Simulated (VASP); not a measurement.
A run of VASP 6.6.1:

INCAR

```
  ALGO = Normal
  EDIFF = 1E-7
  EDIFFG = -0.01
  ENCUT = 600
  GGA = PE
  IBRION = 2
  ISIF = 3
  ISMEAR = 0
  ISPIN = 2
  LASPH = T
  LCHARG = F
  LMAXMIX = 4
  LORBIT = 11
  LREAL = F
  LWAVE = F
  MAGMOM = 1.24 1.24 0 0 0 0
  NELM = 150
  NSW = 100
  PREC = Accurate
  SIGMA = 0.1
```

Contents of KPOINTS:

```
k-points
0
Gamma
  12 12 12
```

POSCAR

```
CoC2
1.0
    0.0000000000      2.8709812580      2.8709812580
    2.8709812580      0.0000000000      2.8709812580
    2.8709812580      2.8709812580      0.0000000000
Co C
2 4
Direct
    0.5000000000      0.5000000000      0.5000000000
    0.7500000000      0.7500000000      0.7500000000
    0.1250000000      0.1250000000      0.1250000000
    0.6250000000      0.1250000000      0.1250000000
    0.1250000000      0.1250000000      0.6250000000
    0.1250000000      0.6250000000      0.1250000000
```

Potentials or basis: VASP PAW PBE potentials, release 64 (Co, C).

Run with:

```sh
$ cat potpaw_PBE.64/Co/POTCAR potpaw_PBE.64/C/POTCAR > POTCAR
$ mpirun -np 1 vasp_std > vasp.out
```

Hardware: 1 thread of Intel(R) Xeon(R) Platinum 8259CL CPU @ 2.50GHz (Skylake/Cascade Lake), on a shared host.

Q: How long does it take, and how much memory?

A: Wall time 5.7 min on 1 thread of Intel(R) Xeon(R) Platinum 8259CL CPU @ 2.50GHz (Skylake/Cascade Lake), on a shared host, peak memory 0.3 GiB. Counts: scf iterations 39, k points 72, ion steps 3.
